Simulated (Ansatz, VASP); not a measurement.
# Ru: VASP beside Ansatz

```
CELL_PARAMETERS angstrom
2.67185 0.00000 0.00000
-1.33592 2.31389 0.00000
0.00000 0.00000 17.30377
ATOMIC_POSITIONS crystal
Ru 0.00000 0.00000 0.99832
Ru 0.33333 0.66667 0.12500
Ru 0.66667 0.33333 0.25168
Ru 0.00000 0.00000 0.37500
Ru 0.66667 0.33333 0.49832
Ru 0.33333 0.66667 0.62500
Ru 0.00000 0.00000 0.75168
Ru 0.66667 0.33333 0.87500
```

Alike in both runs: functional PBEsol; k mesh 18 × 18 × 3; occupations gaussian, width 0.1 eV; no spin polarisation.

Ansatz relaxed the structure, and its values are those at the end. VASP's run is a single point on that final structure, the one shown.

|  | VASP | Ansatz |
| --- | --- | --- |
| version | VASP 6.6.1 | Ansatz 0.2.0 |
| potentials or method | VASP PAW PBE potentials, release 64 (Ru_pv), cutoff 520 eV | scalar-relativistic, plane waves, PAW |
| valence electrons in the cell | 112 | 128 |

```tsv
	VASP	Ansatz	Ansatz less VASP
gap on the k mesh at the Fermi level (eV)	none	none	-
pressure (GPa)	0.0	0.0	+0.07
```

VASP's potentials were made for PBE, not for PBEsol. A gap of «none» marks a metal or a gap that the smearing closes. VASP's potentials hold 112 valence electrons a cell and Ansatz's 128, so a difference there can come from the potentials and not from the codes.
